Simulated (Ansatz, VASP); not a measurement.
GaP: VASP beside Ansatz

The input INCAR:

```
SYSTEM = GaP
  ALGO = Normal
  EDIFF = 1E-6
  ENCUT = 520
  GGA = PE
  ISIF = 2
  ISMEAR = 0
  LASPH = .True.
  LCHARG = .False.
  LREAL = .False.
  LWAVE = .False.
  NBANDS = 16
  NELM = 60
  PREC = Accurate
  SIGMA = 0.05
```

KPOINTS

```
k-points
0
Gamma
  10 10 10
  0 0 0
```

POSCAR

```
GaP
1.0
    0.0000000000      3.1775716359      2.0654215633
    3.1775716359      0.0000000000      2.0654215633
    3.1775716359      3.1775716359      0.0000000000
Ga P
1 1
Direct
    0.0000000000      0.0000000000      0.0000000000
    0.7500000000      0.7500000000      0.7500000000
```

Input for Ansatz:

```yaml
crystal:
  lattice:
    - [0.0, 3.1775716359, 2.0654215633]
    - [3.1775716359, 0.0, 2.0654215633]
    - [3.1775716359, 3.1775716359, 0.0]
  atoms:
    - { symbol: Ga, position: [0.0, 0.0, 0.0] }
    - { symbol: P, position: [0.75, 0.75, 0.75] }
basis:
  ecutwfc: 420
kpoints:
  mp_grid: { grid: [10, 10, 10] }
hamiltonian:
  xc: pbe
scf:
  occupations: { method: gaussian, width: 0.05 }
output:
  forces: true
  stress: true
  eigenvalues: true
```

Alike in both runs: task single point; functional PBE; k mesh 10 × 10 × 10; occupations gaussian, width 0.05 eV; no spin polarisation.

```csv
,VASP,Ansatz
version,VASP 6.6.1,Ansatz 0.2.0
potentials or method,"VASP PAW PBE potentials, release 64 (Ga_d, P), cutoff 520 eV","scalar-relativistic, plane waves, PAW"
valence electrons in the cell,18,18
```

|  | VASP | Ansatz | Ansatz less VASP |
| --- | --- | --- | --- |
| gap on the k mesh at the Fermi level (eV) | none | none | - |
| pressure (GPa) | -4.1 | -4.1 | -0.01 |
| traceless stress, the component that is largest in VASP (GPa) | 8.10 | 8.12 | +0.020 |

A gap of «none» marks a metal or a gap that the smearing closes. With one functional, cell and mesh, what is left measures potentials, basis and numerics.
